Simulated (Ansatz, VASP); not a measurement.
## One calculation of Al6Ru5, two programs

INCAR

```
SYSTEM = Al6Ru5
ALGO     = Fast           ! electronic algorithm
DIPOL    = 0.5 0.5 0.500
EDIFF    = 1E-7           ! SCF threshold, eV
ENCUT    = 520            ! plane-wave cutoff, eV
GGA      = PE             ! functional
IDIPOL   = 3            
ISIF     = 2              ! what is computed and relaxed
ISMEAR   = 0              ! smearing method
LASPH    = .TRUE.         ! aspherical terms in the spheres
LCHARG   = .FALSE.        ! write CHGCAR
LDIPOL   = .TRUE.       
LREAL    = .FALSE.        ! projectors in reciprocal space
LWAVE    = .FALSE.        ! write WAVECAR
NBANDS   = 55             ! bands
NELM     = 60             ! most SCF steps
PREC     = Accurate       ! precision mode
SIGMA    = 0.1            ! smearing width, eV
```

File KPOINTS:

```
k-points
0
G
  12 12 1
  0 0 0
```

File POSCAR:

```
Al6Ru5
1.0
    3.0040847245      0.0000000000      0.0000000000
    0.0000000000      3.0040847245      0.0000000000
    0.0000000000      0.0000000000     30.0204236227
Al Ru
6 5
Direct
    0.0000000000      0.0000000000      0.2498299189
    0.0000000000      0.0000000000      0.3498979514
    0.0000000000      0.0000000000      0.4499659838
    0.0000000000      0.0000000000      0.5500340162
    0.0000000000      0.0000000000      0.6501020486
    0.0000000000      0.0000000000      0.7501700811
    0.5000000000      0.5000000000      0.2998639351
    0.5000000000      0.5000000000      0.3999319676
    0.5000000000      0.5000000000      0.5000000000
    0.5000000000      0.5000000000      0.6000680324
    0.5000000000      0.5000000000      0.7001360649
```

Input for Ansatz:

```yaml
crystal:
  lattice:
    - [3.0040847245, 0.0, 0.0]
    - [0.0, 3.0040847245, 0.0]
    - [0.0, 0.0, 30.0204236227]
  atoms:
    - { symbol: Al, position: [0.0, 0.0, 0.2498299189] }
    - { symbol: Ru, position: [0.5, 0.5, 0.2998639351] }
    - { symbol: Al, position: [0.0, 0.0, 0.3498979514] }
    - { symbol: Ru, position: [0.5, 0.5, 0.3999319676] }
    - { symbol: Al, position: [0.0, 0.0, 0.4499659838] }
    - { symbol: Ru, position: [0.5, 0.5, 0.5] }
    - { symbol: Al, position: [0.0, 0.0, 0.5500340162] }
    - { symbol: Ru, position: [0.5, 0.5, 0.6000680324] }
    - { symbol: Al, position: [0.0, 0.0, 0.6501020486] }
    - { symbol: Ru, position: [0.5, 0.5, 0.7001360649] }
    - { symbol: Al, position: [0.0, 0.0, 0.7501700811] }
basis:
  ecutwfc: 420
kpoints:
  mp_grid: { grid: [12, 12, 1] }
hamiltonian:
  xc: pbe
scf:
  occupations: { method: gaussian, width: 0.1 }
output:
  forces: true
  stress: true
  eigenvalues: true
  write_density: true
  write_potential: true
  elf: true
  volumetric_format: npy
efield:
  axis: 3
  dipole_correction: true
  ramp_width: 0.04
```

Alike in both runs: task single point; functional PBE; k mesh 12 × 12 × 1; occupations gaussian, width 0.1 eV; no spin polarisation.

|  | VASP | Ansatz |
| --- | --- | --- |
| version | VASP 6.6.1 | Ansatz 0.2.0 |
| potentials or method | VASP PAW PBE potentials, release 64 (Al, Ru_pv), cutoff 520 eV | scalar-relativistic, plane waves, PAW |
| valence electrons in the cell | 88 | 98 |

Ansatz gave:

| Item | Value |
| --- | --- |
| gap on the k mesh at the Fermi level (eV) | none |
| rms of the force components (eV/Å) | 0.513 |

Problem. Which values does VASP return?

Solution. gap on the k mesh at the Fermi level (eV): none; rms of the force components (eV/Å): 0.510.

A gap of «none» marks a metal or a gap that the smearing closes. With one functional, cell and mesh, what is left measures potentials, basis and numerics. VASP's potentials hold 88 valence electrons a cell and Ansatz's 98, so a difference there can come from the potentials and not from the codes. Ansatz's warnings: xc potential rough in thin density.
